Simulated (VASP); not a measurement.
# In3Se (P4mm) in VASP: notebook

The runs below take In3Se through single point, with PBEsol+D3(BJ).

All numbers are computed with VASP 6.6.1; they aren't measurements. Logs are shortened: lines on timing, memory, paths and dates and some standing lists are left out, and cuts for length are marked.

### 1 The cell of the first run

Symmetry: P4mm, No. 99, tetragonal system. Conventional cell: a = 4.588 Å, b = 4.588 Å, c = 4.588 Å, α = 90.00°, β = 90.00°, γ = 90.00°. In (site symmetry 4mm) has 8 In at 3.24 Å and 4 Se at 3.26 Å within 4.3 Å. In (site symmetry 2mm) has 4 Se at 3.04 to 3.46 Å and 8 In at 3.24 Å within 4.0 Å. Within 4.0 Å of Se (site symmetry 4mm) lie 12 In at 3.04 to 3.46 Å.

### 2 Single point, PBEsol+D3(BJ) (atom 4 (Se) moved -0.300 Å towards its neighbour atom 4 (Se) at 4.588 Å)

Input file INCAR:

```
SYSTEM = In3Se
  PREC = Accurate
  ENCUT = 520
  EDIFF = 1E-7
  ISMEAR = 0
  SIGMA = 0.15
  LREAL = .FALSE.
  LASPH = .TRUE.
  NELM = 60
  ALGO = Normal
  ISIF = 2
  LWAVE = .FALSE.
  LCHARG = .TRUE.
  GGA = PS
  IVDW = 12
  LELF = .TRUE.
  LVHAR = .TRUE.
  NBANDS = 30
```

Input file KPOINTS:

```
regular mesh
0
G
  10 10 10
  0 0 0
```

Input file POSCAR:

```
In3Se
1.0
    4.5878535042      0.0000000000      0.0000000000
    0.0000000000      4.5878535042      0.0000000000
    0.0000000000      0.0000000000      4.5878535042
In Se
3 1
Direct
    0.0000000000      0.5000000000      0.5000000000
    0.5000000000      0.0000000000      0.5000000000
    0.5000000000      0.5000000000      0.0000000000
    0.0653900565      0.0000000000      0.0000000000
```

Potentials or basis: VASP PAW PBE potentials, release 64 (In_d, Se).

Command:

```sh
$ cat potpaw_PBE.64/In_d/POTCAR potpaw_PBE.64/Se/POTCAR > POTCAR
$ mpirun -np 1 vasp_std > vasp.out
```

OUTCAR:

```text
SYSTEM = In3Se
   PREC = Accurate
   ENCUT = 520
   EDIFF = 1E-7
   ISMEAR = 0
   LREAL = .FALSE.
   LASPH = .TRUE.
   NELM = 60
   ISIF = 2
   GGA = PS
   IVDW = 12
 IVDW          = 12

 ion  position               nearest neighbor table
   1  0.000  0.500  0.500-   2 3.24   3 3.24   3 3.24   2 3.24   2 3.24   3 3.24   3 3.24   2 3.24
                             4 3.26   4 3.26   4 3.26   4 3.26
   2  0.500  0.000  0.500-   4 3.04   4 3.04   1 3.24   3 3.24   3 3.24   1 3.24   3 3.24   3 3.24
                             1 3.24   1 3.24
   3  0.500  0.500  0.000-   4 3.04   4 3.04   1 3.24   1 3.24   2 3.24   2 3.24   2 3.24   2 3.24
                             1 3.24   1 3.24
   4  0.065  0.000  0.000-   2 3.04   3 3.04   2 3.04   3 3.04   1 3.26   1 3.26   1 3.26   1 3.26

  LATTYP: Found a simple cubic cell.
 ALAT       =     4.5878535042

  Lattice vectors:

 A1 = (   4.5878535042,   0.0000000000,   0.0000000000)
 A2 = (   0.0000000000,   4.5878535042,   0.0000000000)
 A3 = (   0.0000000000,   0.0000000000,   4.5878535042)

Analysis of symmetry for initial positions (statically):
=====================================================================
 Subroutine PRICEL returns:
 Original cell was already a primitive cell.

 Routine SETGRP: Setting up the symmetry group for a
 simple cubic supercell.

 Subroutine GETGRP returns: Found  8 space group operations
 (whereof  8 operations were pure point group operations)
 out of a pool of 48 trial point group operations.

The static configuration has the point symmetry C_4v.

Analysis of symmetry for dynamics (positions and initial velocities):
=====================================================================
 Subroutine PRICEL returns:
 Original cell was already a primitive cell.

 Routine SETGRP: Setting up the symmetry group for a
 simple cubic supercell.

 Subroutine GETGRP returns: Found  8 space group operations
 (whereof  8 operations were pure point group operations)
 out of a pool of 48 trial point group operations.

The dynamic configuration has the point symmetry C_4v.

 Subroutine INISYM returns: Found  8 space group operations
 (whereof  8 operations are pure point group operations),
 and found     1 'primitive' translations

----------------------------------------------------------------------------------------

                                     Primitive cell

  volume of cell :      96.5670

  direct lattice vectors                    reciprocal lattice vectors
     4.587853504  0.000000000  0.000000000     0.217966855  0.000000000  0.000000000
     0.000000000  4.587853504  0.000000000     0.000000000  0.217966855  0.000000000
     0.000000000  0.000000000  4.587853504     0.000000000  0.000000000  0.217966855

  length of vectors
     4.587853504  4.587853504  4.587853504     0.217966855  0.217966855  0.217966855

  position of ions in fractional coordinates (direct lattice)
     0.000000000  0.500000000  0.500000000
     0.500000000  0.000000000  0.500000000
     0.500000000  0.500000000  0.000000000
     0.065390057  0.000000000  0.000000000

  ion indices of the primitive-cell ions
   primitive index   ion index
                 1           1
                 2           2
                 3           3
                 4           4

----------------------------------------------------------------------------------------

 KPOINTS: regular mesh

Automatic generation of k-mesh.
 Grid dimensions read from file:
 generate k-points for:   10   10   10

 Generating k-lattice:

  Cartesian coordinates                     Fractional coordinates (reciprocal lattice)
     0.021796686  0.000000000  0.000000000     0.100000000  0.000000000  0.000000000
     0.000000000  0.021796686  0.000000000     0.000000000  0.100000000  0.000000000
     0.000000000  0.000000000  0.021796686     0.000000000  0.000000000  0.100000000

  Length of vectors
     0.021796686  0.021796686  0.021796686

  Shift w.r.t. Gamma in fractional coordinates (k-lattice)
     0.000000000  0.000000000  0.000000000

 Subroutine IBZKPT returns following result:
 ===========================================

 Found    126 irreducible k-points:

 Following reciprocal coordinates:
            Coordinates               Weight
  0.000000  0.000000  0.000000      1.000000
  0.100000  0.000000  0.000000      2.000000
  0.000000  0.100000  0.000000      4.000000
  0.200000  0.000000  0.000000      2.000000
  0.000000  0.200000  0.000000      4.000000
  0.300000  0.000000  0.000000      2.000000
[... 16 lines left out ...]
  0.500000  0.100000  0.000000      4.000000
  0.000000  0.500000  0.100000      4.000000
 [... further k-points ...]
   k-points           NKPTS =    126   k-points in BZ     NKDIM =    126   number of bands    NBANDS=     30
   number of dos      NEDOS =    301   number of ions     NIONS =      4
   total plane-waves  NPLWV =  46656
   dimension x,y,z NGX =    36 NGY =   36 NGZ =   36
   dimension x,y,z NGXF=    72 NGYF=   72 NGZF=   72
   ions per type =               3   1
   NGX,Y,Z   is equivalent  to a cutoff of  13.04, 13.04, 13.04 a.u.
   NGXF,Y,Z  is equivalent  to a cutoff of  26.09, 26.09, 26.09 a.u.
 SYSTEM =  In3Se
   PREC   = accura    normal or accurate (medium, high low for compatibility)
   ISTART =      0    job   : 0-new  1-cont  2-samecut
   ICHARG =      2    charge: 1-file 2-atom 10-const
   ISPIN  =      1    spin polarized calculation?
   LNONCOLLINEAR =      F non collinear calculations
   LSORBIT =      F    spin-orbit coupling
   LASPH  =      T    aspherical Exc in radial PAW
   ENCUT  =  520.0 eV  38.22 Ry    6.18 a.u.   8.53  8.53  8.53*2*pi/ulx,y,z
   NELM   =     60;   NELMIN=  2; NELMDL= -5     # of ELM steps
   EDIFF  = 0.1E-06   stopping-criterion for ELM
   LREAL  =      F    real-space projection
   EDIFFG = 0.1E-05   stopping-criterion for IOM
   NSW    =      0    number of steps for IOM
   IBRION =     -1    ionic relax: 0-MD 1-quasi-New 2-CG
   NFREE  =      0    steps in history (QN), initial steepest desc. (CG)
   ISIF   =      2    stress and relaxation
   ISYM   =      2    0-nonsym 1-usesym 2-fastsym
   POTIM  = 0.5000    time-step for ionic-motion
   TEBEG  =    0.0;   TEEND  =   0.0 temperature during run
   PSTRESS=    0.0 pullay stress
   NELECT =      45.0000    total number of electrons
   NUPDOWN=      -1.0000    fix difference up-down
   EMIN   =  10.00;   EMAX   =-10.00  energy-range for DOS
   EFERMI =   0.00;   METHOD = LEGACY
   ISMEAR =     0;   SIGMA  =   0.15  broadening in eV -4-tet -1-fermi 0-gaus
   EFERMI_NEDOS =   21; number of points for ismear=-14 and -15
   IALGO  =     38    algorithm
   IMIX   =      4    mixing-type and parameters
     AMIX     =   0.40;   BMIX     =  1.00
     AMIX_MAG =   1.60;   BMIX_MAG =  1.00
  volume/ion in A,a.u.               =      24.14       162.92
  Fermi-wavevector in a.u.,A,eV,Ry     =   1.269218  2.398474 21.917810  1.610914
  Thomas-Fermi vector in A             =   2.402271
   LORBIT       =      0    0 simple, 1 ext, 2 COOP (PROOUT), +10 PAW based schemes
   GGA     = PS    functional components
   LHFCALC =     F    Hartree Fock is set to
   AEXX    =    0.0000 exact exchange contribution
   IVDW    =    12    specifies the selected vdW correction
   LEPSILON=     F    determine dielectric tensor
   LRPA    =     F    only Hartree local field effects (RPA)
 non-spin polarized calculation
 Gauss-broadening in eV      SIGMA  =   0.15
  energy-cutoff  :      520.00
  volume of cell :       96.57
 maximum number of plane-waves:      2624
 NGX is ok and might be reduce to    36
   NGX = 17   NGY = 17   NGZ = 17

 number of electron      44.9999975 magnetization

 Free energy of the ion-electron system (eV)
  ---------------------------------------------------
  ext. energy  EPLUGINS =         0.00000000
  ---------------------------------------------------
  free energy    TOTEN  =       -13.18468608 eV

  energy without entropy =      -13.16665149  energy(sigma->0) =      -13.17566878

 E-fermi :   7.3072     XC(G=0): -10.5381

 val. band max:        7.2939594143   @ k =   0.5000   0.4000   0.0000
 cond. band min:       7.3082467478   @ k =   0.3000   0.1000   0.4000
 fundamental gap:      0.0142873336
 Fermi energy:         7.3072084548

 k-point     1 :       0.0000    0.0000    0.0000
  band No.  band energies     occupation
      1      -7.6110      2.00000
      2      -7.5458      2.00000
      3      -7.5352      2.00000
      4      -7.5352      2.00000
      5      -7.3841      2.00000
      6      -7.3668      2.00000
[... 22 lines left out ...]
     29      12.8952      0.00000
     30      14.3595      0.00000

 k-point     2 :       0.1000    0.0000    0.0000
  band No.  band energies     occupation
      1      -7.5973      2.00000
      2      -7.5433      2.00000
      3      -7.5227      2.00000
      4      -7.5227      2.00000
      5      -7.3823      2.00000
      6      -7.3577      2.00000
[... 22 lines left out ...]
     29      13.1935      0.00000
     30      14.3999      0.00000

 k-point     3 :       0.0000    0.1000    0.0000
  band No.  band energies     occupation
      1      -7.5971      2.00000
      2      -7.5332      2.00000
      3      -7.5323      2.00000
      4      -7.5224      2.00000
      5      -7.3775      2.00000
      6      -7.3626      2.00000
[... 22 lines left out ...]
     29      13.1884      0.00000
     30      14.3667      0.00000

 k-point     4 :       0.2000    0.0000    0.0000
  band No.  band energies     occupation
      1      -7.5587      2.00000
      2      -7.5367      2.00000
      3      -7.4861      2.00000
      4      -7.4861      2.00000
      5      -7.3768      2.00000
      6      -7.3317      2.00000
[... 22 lines left out ...]
     29      13.8372      0.00000
     30      14.5152      0.00000

 k-point     5 :       0.0000    0.2000    0.0000
  band No.  band energies     occupation
      1      -7.5574      2.00000
      2      -7.5250      2.00000
      3      -7.4960      2.00000
      4      -7.4853      2.00000
      5      -7.3668      2.00000
      6      -7.3426      2.00000
[... 22 lines left out ...]
     29      13.7882      0.00000
     30      14.4583      0.00000
[... 526 lines left out ...]
     29      12.9556      0.00000
     30      13.4495      0.00000

 k-point    22 :       0.1000    0.0000    0.4000
  band No.  band energies     occupation
      1      -7.4958      2.00000
      2      -7.4289      2.00000
      3      -7.3668      2.00000
      4      -7.3614      2.00000
      5      -7.3407      2.00000
      6      -7.2718      2.00000
[... 22 lines left out ...]
     29      12.9597      0.00000
     30      13.4508      0.00000

 k-point    23 :       0.5000    0.1000    0.0000
  band No.  band energies     occupation
      1      -7.5066      2.00000
      2      -7.4269      2.00000
      3      -7.3296      2.00000
      4      -7.3248      2.00000
      5      -7.3132      2.00000
      6      -7.2387      2.00000
[... 22 lines left out ...]
     29      13.1491      0.00000
     30      13.1893      0.00000

 k-point    24 :       0.0000    0.5000    0.1000
  band No.  band energies     occupation
      1      -7.4923      2.00000
      2      -7.3821      2.00000
      3      -7.3659      2.00000
      4      -7.3225      2.00000
      5      -7.3173      2.00000
      6      -7.2499      2.00000
[... 22 lines left out ...]
     29      13.0271      0.00000
     30      13.1404      0.00000

 [... further k-points ...]

------------------------ aborting loop because EDIFF is reached ----------------------------------------

 Edisp (eV)   -1.48009

 E8    (eV) :    -1.0420

  FORCE on cell =-STRESS in cart. coord.  units (eV):
  Direction    XX          YY          ZZ          XY          YZ          ZX
  --------------------------------------------------------------------------------------
  -------------------------------------------------------------------------------------
  Total      -0.01495     0.48359     0.48359     0.00000     0.00000     0.00000
  in kB      -0.24798     8.02338     8.02338     0.00000     0.00000     0.00000
  external pressure =        5.27 kB  Pullay stress =        0.00 kB

 VOLUME and BASIS-vectors are now :
 -----------------------------------------------------------------------------
  energy-cutoff  :      520.00
  volume of cell :       96.57
      direct lattice vectors                 reciprocal lattice vectors
     4.587853504  0.000000000  0.000000000     0.217966855  0.000000000  0.000000000
     0.000000000  4.587853504  0.000000000     0.000000000  0.217966855  0.000000000
     0.000000000  0.000000000  4.587853504     0.000000000  0.000000000  0.217966855

 POSITION                                       TOTAL-FORCE (eV/Angst)
 -----------------------------------------------------------------------------------
      0.00000      2.29393      2.29393        -0.253171     -0.000000      0.000000
      2.29393      0.00000      2.29393         0.225365     -0.000000      0.000000
      2.29393      2.29393      0.00000         0.225365      0.000000      0.000000
      0.30000      0.00000      0.00000        -0.197560     -0.000000     -0.000000
 -----------------------------------------------------------------------------------
    total drift:                               -0.000077      0.000000      0.000000

  FREE ENERGIE OF THE ION-ELECTRON SYSTEM (eV)
  ---------------------------------------------------
  free  energy   TOTEN  =       -14.6647786933 eV

  energy  without entropy=      -14.6467441033  energy(sigma->0) =      -14.65576140
```

Run time: 1.9 min. Hardware: 1 thread of Intel Xeon 6975P-C (Granite Rapids), shared host; peak memory 0.43 GiB.

What came out:

| Item | Value |
| --- | --- |
| Free energy | -14.6648 eV |
| Pressure | 0.5 GPa |
| Largest force | 0.253 eV/Å |
| Band gap on the k mesh | zero (an odd number of electrons rules out a gap without spin polarisation) |
| Dispersion energy per atom | -0.370 eV |

Forces in eV/Å, atoms in the order of the input:
```
In  -0.253  0.000  0.000
In   0.225  0.000  0.000
In   0.225  0.000  0.000
Se  -0.198  0.000  0.000
```

Levels at points of the mesh, in eV from the Fermi level:
```
           k point  band 18  band 19  band 20  band 21  band 22  band 23  band 24  band 25  band 26  band 27
(0.00, 0.00, 0.00)    -3.96    -3.96    -3.90    -2.06    -1.95     1.23     1.25     1.25     4.38     4.38
(0.50, 0.00, 0.00)    -5.13    -3.04    -3.04    -1.30    -1.22    -0.21    -0.21     1.20     4.10     4.10
(0.00, 0.50, 0.00)    -5.13    -3.00    -2.88    -1.53    -1.17    -0.32     0.04     1.12     4.24     4.26
(0.50, 0.50, 0.00)    -6.50    -6.06    -2.45    -1.19    -0.55    -0.46     1.67     1.75     1.85     2.06
(0.00, 0.50, 0.50)    -6.62    -6.22    -2.59    -0.66    -0.52    -0.52     1.72     1.80     1.80     2.01
(0.50, 0.50, 0.50)    -5.29    -4.93    -4.45    -4.15    -4.15    -3.75     3.46     3.46     3.59     8.71
```

Caveat: the cell differs from its parent crystal (atom 4 (Se) moved -0.300 Å towards its neighbour atom 4 (Se) at 4.588 Å); the PAW data sets were made with another functional, which shifts forces and pressure a little; spin-orbit coupling is left out, which moves the levels of the heavy elements.

### 3 Single point, PBEsol+D3(BJ) (atom 4 (Se) moved +0.225 Å towards its neighbour atom 4 (Se) at 4.588 Å)

Input file INCAR:

```
PREC = Accurate
ENCUT = 520
EDIFF = 1E-6
ISMEAR = 0
SIGMA = 0.15
LREAL = F
LASPH = T
NELM = 100
ALGO = Normal
ISIF = 2
LWAVE = F
LCHARG = F
GGA = PS
IVDW = 12
NBANDS = 30
```

Input file KPOINTS:

```
regular mesh
0
Gamma
  10 10 10
```

POSCAR, as its differences from that of step 2:

```diff
@@ -11,2 +11,2 @@
     0.5000000000      0.5000000000      0.0000000000
-    0.0653900565      0.0000000000      0.0000000000
+   -0.0490425424      0.0000000000      0.0000000000
```

Potentials or basis: VASP PAW PBE potentials, release 64 (In_d, Se).

Command:

```sh
$ cat potpaw_PBE.64/In_d/POTCAR potpaw_PBE.64/Se/POTCAR > POTCAR
$ mpirun -np 1 vasp_std > vasp.out
```

Run time: 99 s. Hardware: 1 thread of Intel Xeon 6975P-C (Granite Rapids), shared host; peak memory 0.43 GiB.

Results (log left out):

| Property | Result |
| --- | --- |
| Free energy | -14.6771 eV |
| Pressure | 0.3 GPa |
| Largest force | 0.188 eV/Å |
| Band gap on the k mesh | zero (an odd number of electrons rules out a gap without spin polarisation) |
| Dispersion energy per atom | -0.370 eV |

Forces on the atoms (eV/Å):
```
In   0.188  0.000  0.000
In  -0.162  0.000  0.000
In  -0.162  0.000  0.000
Se   0.135  0.000  0.000
```

Stress tensor (GPa, compression positive):
```
-0.04  0.00  0.00
 0.00  0.44  0.00
 0.00  0.00  0.44
```

Levels at points of the mesh, in eV from the Fermi level:
```
           k point  band 20  band 21  band 22  band 23  band 24  band 25
(0.00, 0.00, 0.00)    -3.87    -2.02    -1.96     1.24     1.25     1.25
(0.50, 0.00, 0.00)    -2.95    -1.25    -1.17    -0.24    -0.24     1.20
(0.00, 0.50, 0.00)    -2.86    -1.38    -1.17    -0.30    -0.07     1.15
(0.50, 0.50, 0.00)    -2.36    -1.13    -0.51    -0.46     1.70     1.75
(0.00, 0.50, 0.50)    -2.45    -0.81    -0.50    -0.50     1.73     1.78
(0.50, 0.50, 0.50)    -4.44    -4.24    -4.24    -3.74     3.48     3.48
```

Caveat: the cell differs from its parent crystal (atom 4 (Se) moved +0.225 Å towards its neighbour atom 4 (Se) at 4.588 Å); the PAW data sets were made with another functional, which shifts forces and pressure a little; spin-orbit coupling is left out, which moves the levels of the heavy elements.

### 4 Single point, PBEsol+D3(BJ) (atom 4 (Se) moved -0.150 Å towards its neighbour atom 4 (Se) at 4.588 Å)

Input file INCAR:

```
SYSTEM = In3Se
ALGO = Normal
EDIFF = 1E-6
ENCUT = 520
GGA = PS
ISIF = 2
ISMEAR = 0
IVDW = 12
LASPH = .TRUE.
LCHARG = .FALSE.
LREAL = .FALSE.
LWAVE = .FALSE.
NBANDS = 30
NELM = 100
PREC = Accurate
SIGMA = 0.15
```

Input file KPOINTS:

```
k-points
0
G
  10 10 10
  0 0 0
```

POSCAR, as its differences from that of step 3:

```diff
@@ -11,2 +11,2 @@
     0.5000000000      0.5000000000      0.0000000000
-   -0.0490425424      0.0000000000      0.0000000000
+    0.0326950283      0.0000000000      0.0000000000
```

Command:

```sh
$ cat potpaw_PBE.64/In_d/POTCAR potpaw_PBE.64/Se/POTCAR > POTCAR
$ mpirun -np 1 vasp_std > vasp.out
```

Run time: 99 s. Hardware: 1 thread of Intel Xeon 6975P-C (Granite Rapids), shared host; peak memory 0.43 GiB.

It converged, with:

| Item | Value |
| --- | --- |
| Free energy | -14.6853 eV |
| Pressure | 0.1 GPa |
| Largest force | 0.124 eV/Å |
| Band gap on the k mesh | zero (an odd number of electrons rules out a gap without spin polarisation) |
| Dispersion energy per atom | -0.370 eV |

Forces in eV/Å, atoms in the order of the input:
```
In  -0.124  0.000  0.000
In   0.104  0.000  0.000
In   0.104  0.000  0.000
Se  -0.084  0.000  0.000
```

Stress tensor (GPa, compression positive):
```
-0.03  0.00  0.00
 0.00  0.18  0.00
 0.00  0.00  0.18
```

Levels at points of the mesh, in eV from the Fermi level:
```tsv
k point	band 18	band 19	band 20	band 21	band 22	band 23	band 24	band 25	band 26	band 27
(0.00, 0.00, 0.00)	-3.86	-3.86	-3.85	-2.00	-1.97	1.25	1.25	1.25	4.49	4.49
(0.50, 0.00, 0.00)	-5.11	-2.89	-2.89	-1.22	-1.14	-0.26	-0.26	1.20	4.18	4.18
(0.00, 0.50, 0.00)	-5.11	-2.88	-2.85	-1.26	-1.17	-0.29	-0.18	1.18	4.22	4.23
(0.50, 0.50, 0.00)	-6.50	-6.14	-2.29	-1.08	-0.49	-0.47	1.73	1.75	1.78	2.05
(0.00, 0.50, 0.50)	-6.53	-6.19	-2.34	-0.93	-0.48	-0.48	1.74	1.76	1.76	2.04
(0.50, 0.50, 0.50)	-5.03	-4.90	-4.43	-4.32	-4.32	-3.72	3.49	3.49	3.52	8.82
```

Caveat: the cell differs from its parent crystal (atom 4 (Se) moved -0.150 Å towards its neighbour atom 4 (Se) at 4.588 Å); the PAW data sets were made with another functional, which shifts forces and pressure a little; spin-orbit coupling is left out, which moves the levels of the heavy elements.

(Continued in part 2 of 2.)
